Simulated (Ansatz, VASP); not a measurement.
**Two plane-wave programs on CaB6**

```
Ca B
1.0
     3.14256   -3.14423    0.00000
     3.14256    3.14423    0.00000
    -0.04380    0.00000    4.26975
Ca B
1 6
Direct
  0.00000 0.00000 0.00000
  0.50075 0.50075 0.30214
  0.49925 0.49925 0.69786
  0.78056 0.50001 0.00100
  0.49999 0.21944 0.99900
  0.50001 0.78056 0.00100
  0.21944 0.49999 0.99900
```

Alike in both runs: task relaxation of cell and atoms; functional PBE; k mesh 6 × 6 × 6; occupations gaussian, width 0.02 eV; no spin polarisation.

|  | VASP | Ansatz |
| --- | --- | --- |
| version | VASP 6.6.1 | Ansatz 0.2.0 |
| potentials or method | VASP PAW PBE potentials, release 64 (Ca_sv, B), cutoff 600 eV | scalar-relativistic, plane waves, PAW |
| valence electrons in the cell | 28 | 28 |

Ansatz gave:

```
gap on the k mesh at the Fermi level, each at its own relaxed structure (eV) : 1.33
relaxed volume (Å³/atom)                                                     : 12.06
relaxed cell length with the largest relative difference (Å)                 : 4.447
```

**Question.** What did VASP give for the same quantities?

**Answer.** gap on the k mesh at the Fermi level, each at its own relaxed structure (eV): 1.34; relaxed volume (Å³/atom): 12.08; relaxed cell length with the largest relative difference (Å): 4.451.
